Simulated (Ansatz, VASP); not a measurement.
## One calculation of HC12, two programs

INCAR

```
SYSTEM = HC12
ALGO = Normal
DIPOL = 0.5 0.5 0.289
EDIFF = 1E-6
ENCUT = 520
GGA = PE
IDIPOL = 3
ISIF = 2
ISMEAR = 0
LASPH = .TRUE.
LCHARG = .FALSE.
LDIPOL = .TRUE.
LREAL = Auto
LWAVE = .FALSE.
NBANDS = 68
NELM = 80
PREC = Accurate
SIGMA = 0.05
```

File KPOINTS:

```
k-points
0
G
  5 5 1
  0 0 0
```

File POSCAR:

```
HC12
1.0
    5.0509324483      0.0000000000      0.0000000000
    0.0000000000      5.0509324483      0.0000000000
    0.0000000000      0.0000000000     22.3754933530
C H
24 2
Direct
    0.0000000000      0.2500000000      0.1787670080
    0.0000000000      0.7500000000      0.1787670080
    0.5000000000      0.2500000000      0.1787670080
    0.5000000000      0.7500000000      0.1787670080
    0.0000000000      0.0000000000      0.2186716990
    0.0000000000      0.5000000000      0.2186716990
    0.5000000000      0.0000000000      0.2186716990
    0.5000000000      0.5000000000      0.2186716990
    0.2500000000      0.0000000000      0.2585763899
    0.2500000000      0.5000000000      0.2585763899
    0.7500000000      0.0000000000      0.2585763899
    0.7500000000      0.5000000000      0.2585763899
    0.2500000000      0.2500000000      0.2976014419
    0.2500000000      0.7500000000      0.2976014419
    0.7500000000      0.2500000000      0.2976014419
    0.7500000000      0.7500000000      0.2976014419
    0.0000000000      0.2500000000      0.3394883053
    0.0000000000      0.7500000000      0.3394883053
    0.5000000000      0.2500000000      0.3394883053
    0.5000000000      0.7500000000      0.3394883053
    0.0000000000      0.0000000000      0.3743154719
    0.0000000000      0.5000000000      0.3743154719
    0.5000000000      0.0000000000      0.3743154719
    0.5000000000      0.5000000000      0.3743154719
    0.8169644893      0.3750000000      0.4230294816
    1.1830355107      0.3750000000      0.4230294816
```

Input for Ansatz:

```yaml
crystal:
  lattice:
    - [5.0509324483, 0.0, 0.0]
    - [0.0, 5.0509324483, 0.0]
    - [0.0, 0.0, 22.375493353]
  atoms:
    - { symbol: C, position: [0.0, 0.25, 0.178767008] }
    - { symbol: C, position: [0.0, 0.75, 0.178767008] }
    - { symbol: C, position: [0.5, 0.25, 0.178767008] }
    - { symbol: C, position: [0.5, 0.75, 0.178767008] }
    - { symbol: C, position: [0.0, 0.0, 0.218671699] }
    - { symbol: C, position: [0.0, 0.5, 0.218671699] }
    - { symbol: C, position: [0.5, 0.0, 0.218671699] }
    - { symbol: C, position: [0.5, 0.5, 0.218671699] }
    - { symbol: C, position: [0.25, 0.0, 0.2585763899] }
    - { symbol: C, position: [0.25, 0.5, 0.2585763899] }
    - { symbol: C, position: [0.75, 0.0, 0.2585763899] }
    - { symbol: C, position: [0.75, 0.5, 0.2585763899] }
    - { symbol: C, position: [0.25, 0.25, 0.2976014419] }
    - { symbol: C, position: [0.25, 0.75, 0.2976014419] }
    - { symbol: C, position: [0.75, 0.25, 0.2976014419] }
    - { symbol: C, position: [0.75, 0.75, 0.2976014419] }
    - { symbol: C, position: [0.0, 0.25, 0.3394883053] }
    - { symbol: C, position: [0.0, 0.75, 0.3394883053] }
    - { symbol: C, position: [0.5, 0.25, 0.3394883053] }
    - { symbol: C, position: [0.5, 0.75, 0.3394883053] }
    - { symbol: C, position: [0.0, 0.0, 0.3743154719] }
    - { symbol: C, position: [0.0, 0.5, 0.3743154719] }
    - { symbol: C, position: [0.5, 0.0, 0.3743154719] }
    - { symbol: C, position: [0.5, 0.5, 0.3743154719] }
    - { symbol: H, position: [0.8169644893, 0.375, 0.4230294816] }
    - { symbol: H, position: [1.1830355107, 0.375, 0.4230294816] }
basis:
  ecutwfc: 420
kpoints:
  mp_grid: { grid: [5, 5, 1] }
hamiltonian:
  xc: pbe
  pseudopotentials: { kind: paw, azcp: { folder: soft_1 } }
scf:
  occupations: { method: gaussian, width: 0.05 }
output:
  forces: true
  eigenvalues: true
  write_density: true
  write_potential: true
  elf: true
  volumetric_format: npy
efield:
  axis: 3
  dipole_correction: true
  ramp_width: 0.04
```

Alike in both runs: task single point; functional PBE; k mesh 5 × 5 × 1; occupations gaussian, width 0.05 eV; no spin polarisation.

```csv
,VASP,Ansatz
version,VASP 6.6.1,Ansatz 0.2.0
potentials or method,"VASP PAW PBE potentials, release 64 (C, H), cutoff 520 eV","scalar-relativistic, plane waves, PAW"
valence electrons in the cell,98,98
```

|  | VASP | Ansatz | Ansatz less VASP |
| --- | --- | --- | --- |
| gap on the k mesh at the Fermi level (eV) | none | none | - |
| rms of the force components (eV/Å) | 1.175 | 1.176 | +0.0009 |

Atom by atom the forces differ by 0.012 eV/Å (rms over components). A gap of «none» marks a metal or a gap that the smearing closes. Ansatz's warnings: xc potential rough in thin density.
